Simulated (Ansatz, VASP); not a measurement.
One calculation of SrO, two programs

```
Sr O
1.0
     0.00000    2.55420    2.55420
     2.55420    0.00000    2.55420
     2.55420    2.55420    0.00000
Sr O
1 1
Direct
  0.00000 0.00000 0.00000
  0.50000 0.50000 0.50000
```

Change from the starting cell: strained cell.

Alike in both runs: functional r2SCAN; k mesh 6 × 6 × 6; occupations gaussian, width 0.02 eV; no spin polarisation.

Ansatz relaxed the structure, and its values are those at the end. VASP's run is a single point on that final structure, the one shown.

|  | VASP | Ansatz |
| --- | --- | --- |
| version | VASP 6.6.1 | Ansatz 0.2.0 |
| potentials or method | VASP PAW PBE potentials, release 64 (Sr_sv, O), cutoff 660 eV | scalar-relativistic, plane waves, PAW |
| valence electrons in the cell | 16 | 16 |

```csv
,VASP,Ansatz,Ansatz less VASP
gap on the k mesh at the Fermi level (eV),3.73,3.79,+0.052
least direct gap on the mesh (eV),3.81,3.84,+0.039
pressure (GPa),3.5,3.0,-0.45
```

VASP's potentials were made for PBE, not for r2SCAN. Ansatz's warnings: stress scf threshold loose.
